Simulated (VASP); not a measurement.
TiB2: single point with PBE

Crystal: TiB2.

```
CELL_PARAMETERS angstrom
3.02920 0.00000 0.00000
-1.51460 2.62336 0.00000
0.00000 0.00000 3.22840
ATOMIC_POSITIONS crystal
Ti 0.00000 0.00000 0.00000
B 0.66667 0.33333 0.50000
B 0.33333 0.66667 0.50000
```

```yaml
Program: VASP 6.6.1
Task: single point
Functional: PBE
Potentials_or_basis: VASP PAW PBE potentials, release 64 (Ti_sv, B)
Cutoff: 520 eV
k_mesh: 10 × 10 × 8
Occupations: gaussian, width 0.013 eV
Spin: no spin polarisation
```

| Property | Result |
| --- | --- |
| Pressure | 0.6 GPa |
| Band gap on the k mesh | zero (band 9 reaches 10.39 eV, above the bottom of band 10 at 9.82 eV) |

Levels at points of the mesh, in eV from the Fermi level:
```tsv
k point	band 6	band 7	band 8	band 9	band 10	band 11	band 12	band 13
(0.00, 0.00, 0.00)	-2.54	-2.54	-2.27	-2.05	1.95	1.95	3.71	3.71
(0.50, 0.00, 0.00)	-9.18	-3.20	-3.16	-2.20	1.40	2.79	3.27	3.42
(0.00, 0.00, 0.50)	-7.55	-0.49	-0.49	-0.11	-0.11	0.49	0.49	1.70
(0.50, 0.00, 0.50)	-7.49	-4.58	-3.76	-3.09	2.54	2.97	4.52	4.64
```

Run time: 9.9 s on 1 thread of Intel(R) Xeon(R) 6975P-C (Granite Rapids) (shared host), peak memory 0.15 GiB.
